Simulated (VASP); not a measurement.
# Co (P6_3/mmc) in VASP: further runs, part 2 of 2

VASP 6.6.1.

### 3 Single point, PBE, collinear spin, ferromagnetic start

INCAR

```
SYSTEM = Co
PREC = Accurate ; ENCUT = 520
EDIFF = 1E-7 ; ISMEAR = -1
SIGMA = 0.05 ; LREAL = .FALSE.
LASPH = .TRUE. ; NELM = 150
ALGO = Normal ; ISIF = 2
LWAVE = .FALSE. ; LCHARG = .FALSE.
ISPIN = 2 ; MAGMOM = 1.69 1.69
LORBIT = 11 ; LMAXMIX = 4
GGA = PE ; NBANDS = 20
```

KPOINTS

```
regular mesh
0
G
  12 12 6
  0 0 0
```

POSCAR

```
Co
1.0
    2.4935221926      0.0000000000      0.0000000000
   -1.2467610963      2.1594535637      0.0000000000
    0.0000000000      0.0000000000      4.0277844638
Co
2
Direct
    0.3333333333      0.6666666667      0.2500000000
    0.6666666667      0.3333333333      0.7500000000
```

Potentials or basis: VASP PAW PBE potentials, release 64 (Co).

Started as:

```console
cat potpaw_PBE.64/Co/POTCAR > POTCAR
mpirun -np 1 vasp_std > vasp.out
```

OUTCAR:

```text
SYSTEM = Co
   PREC = Accurate
   ENCUT = 520
   EDIFF = 1E-7
   ISMEAR = -1
   LREAL = .FALSE.
   LASPH = .TRUE.
   NELM = 150
   ISIF = 2
   ISPIN = 2
   LORBIT = 11
   GGA = PE

 ion  position               nearest neighbor table
   1  0.333  0.667  0.250-   2 2.48   2 2.48   2 2.48   2 2.48   2 2.48   2 2.48
   2  0.667  0.333  0.750-   1 2.48   1 2.48   1 2.48   1 2.48   1 2.48   1 2.48

  LATTYP: Found a hexagonal cell.
 ALAT       =     2.4935221926
 C/A-ratio  =     1.6152992244

  Lattice vectors:

 A1 = (   2.4935221926,   0.0000000000,   0.0000000000)
 A2 = (  -1.2467610963,   2.1594535637,   0.0000000000)
[... 1321 lines left out ...]

 VOLUME and BASIS-vectors are now :
 -----------------------------------------------------------------------------
  energy-cutoff  :      520.00
  volume of cell :       21.69
      direct lattice vectors                 reciprocal lattice vectors
     2.493522193  0.000000000  0.000000000     0.401039142  0.231540056  0.000000000
    -1.246761096  2.159453564  0.000000000     0.000000000  0.463080113  0.000000000
     0.000000000  0.000000000  4.027784464     0.000000000  0.000000000  0.248275450

 POSITION                                       TOTAL-FORCE (eV/Angst)
 -----------------------------------------------------------------------------------
     -0.00000      1.43964      1.00695        -0.000000      0.000000      0.000000
      1.24676      0.71982      3.02084         0.000000     -0.000000      0.000000
 -----------------------------------------------------------------------------------
    total drift:                               -0.000000      0.000000     -0.000000

  FREE ENERGIE OF THE ION-ELECTRON SYSTEM (eV)
  ---------------------------------------------------
  free  energy   TOTEN  =       -14.0716898172 eV

  energy  without entropy=      -14.0546240305  energy(sigma->0) =      -14.06315692

 total charge

# of ion       s       p       d       tot
------------------------------------------
    1        0.490   0.523   7.261   8.273
    2        0.490   0.523   7.261   8.273
--------------------------------------------------
tot          0.980   1.046  14.521  16.547

 magnetization (x)

# of ion       s       p       d       tot
------------------------------------------
    1       -0.014  -0.051   1.716   1.651
    2       -0.014  -0.051   1.716   1.651
--------------------------------------------------
tot         -0.027  -0.102   3.432   3.303
```

Wall time 29 s (1 thread of Intel Xeon 6975P-C (Granite Rapids), shared host); peak memory 0.17 GiB.

What came out:

| Quantity | Value |
| --- | --- |
| Free energy | -14.0717 eV |
| Pressure | 0.1 GPa |
| Net moment | 3.27 μB per cell |
| Site moments | Co +1.65 μB |
| Valence electrons inside the program's atomic spheres | Co 8.27 |

Levels at points of the mesh, in eV from the Fermi level:
Spin up:
```tsv
k point	band 7	band 8	band 9	band 10	band 11	band 12	band 13	band 14	band 15	band 16
(0.00, 0.00, 0.00)	-2.27	-1.92	-1.92	-0.82	-0.82	-0.04	6.39	21.99	24.54	24.54
(0.50, 0.00, 0.00)	-2.17	-0.69	-0.59	-0.54	1.32	3.33	9.72	10.37	12.77	13.99
(0.00, 0.00, 0.50)	-2.65	-2.65	-1.13	-1.13	-1.13	-1.13	15.08	15.08	22.72	22.72
(0.50, 0.00, 0.50)	-1.05	-1.05	-0.60	-0.60	1.62	1.62	7.28	7.28	18.36	18.36
```
Spin down:
| k point | band 4 | band 5 | band 6 | band 7 | band 8 | band 9 | band 10 | band 11 |
| --- | --- | --- | --- | --- | --- | --- | --- | --- |
| (0.00, 0.00, 0.00) | -0.92 | -0.92 | -0.55 | -0.55 | -0.14 | -0.14 | -0.09 | 1.08 |
| (0.50, 0.00, 0.00) | -1.82 | -1.08 | -0.99 | -0.57 | 1.21 | 1.34 | 1.38 | 2.57 |
| (0.00, 0.00, 0.50) | -1.49 | -0.99 | -0.99 | -0.99 | -0.99 | 0.74 | 0.74 | 0.74 |
| (0.50, 0.00, 0.50) | -2.33 | -0.03 | -0.03 | 0.28 | 0.28 | 1.31 | 1.31 | 2.24 |

### 4 Single point, PBE, collinear spin, ferromagnetic start

INCAR

```
ALGO     = Normal         # electronic algorithm
EDIFF    = 1E-6           # SCF threshold, eV
ENCUT    = 520            # plane-wave cutoff, eV
GGA      = PE             # functional
ISIF     = 2              # what is computed and relaxed
ISMEAR   = -1             # smearing method
ISPIN    = 2              # spin polarisation
LASPH    = T              # aspherical terms in the spheres
LCHARG   = F              # write CHGCAR
LMAXMIX  = 4              # l up to which the mixer works
LORBIT   = 11             # projections on sites
LREAL    = F              # projectors in reciprocal space
LWAVE    = F              # write WAVECAR
MAGMOM   = 1.69 1.69      # initial moments
NBANDS   = 20             # bands
NELM     = 150            # most SCF steps
PREC     = Accurate       # precision mode
SIGMA    = 0.05           # smearing width, eV
```

KPOINTS

```
k-points
0
Gamma
  14 14 8
```

POSCAR is that of step 3.

Started as:

```console
cat potpaw_PBE.64/Co/POTCAR > POTCAR
mpirun -np 1 vasp_std > vasp.out
```

Wall time 40 s (1 thread of Intel Xeon 6975P-C (Granite Rapids), shared host); peak memory 0.19 GiB.

The run converged. Its results:

| Property | Result |
| --- | --- |
| Free energy | -14.0735 eV |
| Pressure | -0.9 GPa |
| Net moment | 3.15 μB per cell |
| Site moments | Co +1.60 μB |
| Valence electrons inside the program's atomic spheres | Co 8.27 |

Levels at points of the mesh, in eV from the Fermi level:
Spin up:
```
           k point  band 6  band 7  band 8  band 9  band 10  band 11  band 12  band 13  band 14  band 15
(0.00, 0.00, 0.00)   -2.26   -2.26   -1.92   -1.92    -0.82    -0.82    -0.06     6.38    21.97    24.53
(0.50, 0.00, 0.00)   -2.50   -2.16   -0.69   -0.59    -0.54     1.31     3.32     9.71    10.36    12.75
(0.00, 0.00, 0.50)   -2.65   -2.65   -2.65   -1.13    -1.13    -1.13    -1.13    15.07    15.07    22.70
(0.50, 0.00, 0.50)   -1.79   -1.05   -1.05   -0.60    -0.60     1.61     1.61     7.27     7.27    18.34
```
Spin down:
```tsv
k point	band 4	band 5	band 6	band 7	band 8	band 9	band 10	band 11
(0.00, 0.00, 0.00)	-0.97	-0.97	-0.60	-0.60	-0.19	-0.19	-0.13	1.03
(0.50, 0.00, 0.00)	-1.86	-1.13	-1.04	-0.62	1.16	1.30	1.32	2.52
(0.00, 0.00, 0.50)	-1.54	-1.04	-1.04	-1.04	-1.04	0.70	0.70	0.70
(0.50, 0.00, 0.50)	-2.38	-0.07	-0.07	0.24	0.24	1.26	1.26	2.20
```

### 5 Single point, PBE, collinear spin, ferromagnetic start

INCAR

```
SYSTEM = Co
  PREC = Accurate
  ENCUT = 520
  EDIFF = 1E-6
  ISMEAR = -1
  SIGMA = 0.05
  LREAL = .FALSE.
  LASPH = .TRUE.
  NELM = 150
  ALGO = Normal
  ISIF = 2
  LWAVE = .FALSE.
  LCHARG = .FALSE.
  ISPIN = 2
  MAGMOM = 1.69 1.69
  LORBIT = 11
  LMAXMIX = 4
  GGA = PE
  NBANDS = 20
```

KPOINTS

```
regular mesh
0
G
  14 14 8
  0 0 0
```

POSCAR is that of step 4.

Started as:

```console
cat potpaw_PBE.64/Co/POTCAR > POTCAR
mpirun -np 1 vasp_std > vasp.out
```

Wall time 42 s (1 thread of Intel Xeon 6975P-C (Granite Rapids), shared host); peak memory 0.19 GiB.

The run converged. Its results:

| Item | Value |
| --- | --- |
| Free energy | -14.0735 eV |
| Pressure | -0.9 GPa |
| Net moment | 3.15 μB per cell |
| Site moments | Co +1.60 μB |
| Valence electrons inside the program's atomic spheres | Co 8.27 |

Levels at points of the mesh, in eV from the Fermi level:
Spin up:
```csv
k point,band 6,band 7,band 8,band 9,band 10,band 11,band 12,band 13,band 14,band 15
"(0.00, 0.00, 0.00)",-2.26,-2.26,-1.92,-1.92,-0.82,-0.82,-0.06,6.38,21.97,24.53
"(0.50, 0.00, 0.00)",-2.50,-2.16,-0.69,-0.59,-0.54,1.31,3.32,9.71,10.36,12.75
"(0.00, 0.00, 0.50)",-2.65,-2.65,-2.65,-1.13,-1.13,-1.13,-1.13,15.07,15.07,22.70
"(0.50, 0.00, 0.50)",-1.79,-1.05,-1.05,-0.60,-0.60,1.61,1.61,7.27,7.27,18.34
```
Spin down:
```csv
k point,band 5,band 6,band 7,band 8,band 9,band 10
"(0.00, 0.00, 0.00)",-0.97,-0.60,-0.60,-0.19,-0.19,-0.13
"(0.50, 0.00, 0.00)",-1.13,-1.04,-0.62,1.16,1.30,1.32
"(0.00, 0.00, 0.50)",-1.04,-1.04,-1.04,-1.04,0.70,0.70
"(0.50, 0.00, 0.50)",-0.07,-0.07,0.24,0.24,1.26,1.26
```

### 6 Summary

| k mesh | gap on the mesh (eV) | pressure (GPa) | moment (μB) |
| --- | --- | --- | --- |
| 9 × 9 × 5 | none | -1.4 | 3.07 |
| 12 × 12 × 6 | none | 0.1 | 3.27 |
| 14 × 14 × 8 | none | -0.9 | 3.15 |

Alike in all rows: task single point; level PBE; potentials or basis VASP PAW PBE potentials, release 64 (Co); spin collinear, ferromagnetic start; cell as given; cutoff (eV) 520; smearing fermi-dirac 0.05 eV.

Every run on the cell as given and a fine mesh finds a metal.

Total energies depend on the potentials used, so only differences within one code and one set of settings carry meaning.
